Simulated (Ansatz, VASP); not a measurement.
## Pd in VASP and in Ansatz

The input INCAR:

```
PREC     = Accurate       # precision mode
ENCUT    = 520            # plane-wave cutoff, eV
EDIFF    = 1E-6           # SCF threshold, eV
ISMEAR   = -1             # smearing method
SIGMA    = 0.05           # smearing width, eV
LREAL    = False          # projectors in reciprocal space
LASPH    = True           # aspherical terms in the spheres
NELM     = 60             # most SCF steps
ALGO     = Normal         # electronic algorithm
ISIF     = 2              # what is computed and relaxed
LWAVE    = False          # write WAVECAR
LCHARG   = False          # write CHGCAR
GGA      = PE             # functional
NBANDS   = 17             # bands
```

The input KPOINTS:

```
Automatic mesh
0
Gamma
  14 14 7
```

The input POSCAR:

```
Pd
1.0
    2.4949459498      0.0000000000      0.0000000000
   -1.2474729749      2.1606865736      0.0000000000
    0.0000000000      0.0000000000      4.1487886123
Pd
2
Direct
    0.6666666667      0.3333333333      0.7500000000
    0.3333333333      0.6666666667      0.2500000000
```

Input for Ansatz:

```yaml
crystal:
  lattice:
    - [2.4949459498, 0.0, 0.0]
    - [-1.2474729749, 2.1606865736, 0.0]
    - [0.0, 0.0, 4.1487886123]
  atoms:
    - { symbol: Pd, position: [0.6666666667, 0.3333333333, 0.75] }
    - { symbol: Pd, position: [0.3333333333, 0.6666666667, 0.25] }
kpoints:
  mp_grid: { grid: [14, 14, 7] }
scf:
  occupations: { method: fermi_dirac, width: 0.05 }
  lower_state_search: "off"
hamiltonian:
  xc: pbe
  pseudopotentials: { kind: all_electron, lapw: { basis_error: 0.0005 } }
output:
  forces: true
  stress: true
  eigenvalues: false
```

Change from the starting cell: volume scaled by 0.72, no spin polarisation, LAPW.

Alike in both runs: task single point; functional PBE; k mesh 14 × 14 × 7; occupations fermi-dirac, width 0.05 eV; no spin polarisation.

```csv
,VASP,Ansatz
version,VASP 6.6.1,Ansatz 0.2.0
potentials or method,"VASP PAW PBE potentials, release 64 (Pd), cutoff 520 eV","all-electron LAPW, scalar-relativistic"
```

|  | VASP | Ansatz | Ansatz less VASP |
| --- | --- | --- | --- |
| pressure (GPa) | 124.8 | 125.5 | +0.68 |
| traceless stress, the component that is largest in VASP (GPa) | 0.20 | 0.20 | +0.004 |

Both programs put the cell under a high pressure, so it lies far from rest at this level. Ansatz ran all-electron here, and VASP with PAW potentials.

Noted on VASP's run: the cell as given lies far from equilibrium.
